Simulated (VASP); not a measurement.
A run of VASP 6.6.1 is set up as follows.

The input POSCAR:

```
PbS
1.0
    0.0000000000      2.9853913009      2.9853913009
    2.9853913009      0.0000000000      2.9853913009
    2.9853913009      2.9853913009      0.0000000000
Pb S
1 1
Direct
    0.0000000000      0.0000000000      0.0000000000
    0.5000000000      0.5000000000      0.5000000000
```

Contents of INCAR.step1:

```
  PREC = Accurate
  ENCUT = 520
  ISMEAR = -1
  SIGMA = 0.05
  LREAL = False
  LASPH = True
  NELM = 100
  NBANDS = 17
  GGA = PE
  ALGO = Normal
  EDIFF = 1E-4
  LWAVE = True
  LCHARG = False
```

Contents of INCAR.step2:

```
  PREC = Accurate
  ENCUT = 520
  EDIFF = 1E-7
  ISMEAR = -1
  SIGMA = 0.05
  LREAL = False
  LASPH = True
  NELM = 100
  ALGO = Normal
  ISIF = 2
  LWAVE = False
  LCHARG = False
  METAGGA = R2SCAN
  LMIXTAU = True
  NBANDS = 17
  ISTART = 1
```

Contents of KPOINTS:

```
Automatic mesh
0
Gamma
  8 8 8
```

Potentials or basis: VASP PAW PBE potentials, release 64 (Pb_d, S).

Command:

```sh
$ cat potpaw_PBE.64/Pb_d/POTCAR potpaw_PBE.64/S/POTCAR > POTCAR
$ cp INCAR.step1 INCAR
$ mpirun -np 1 vasp_std > vasp.out
$ cp INCAR.step2 INCAR
$ mpirun -np 1 vasp_std > vasp.out
```

Q: Predict the pressure.

A: 0.1 GPa.

Q: Estimate the band gap on the k mesh.

A: 0.70 eV, direct.

Caveat: the PAW data sets were made with another functional, which shifts forces and pressure a little; spin-orbit coupling is left out, which moves the levels of the heavy elements. A k mesh can miss the band edges.
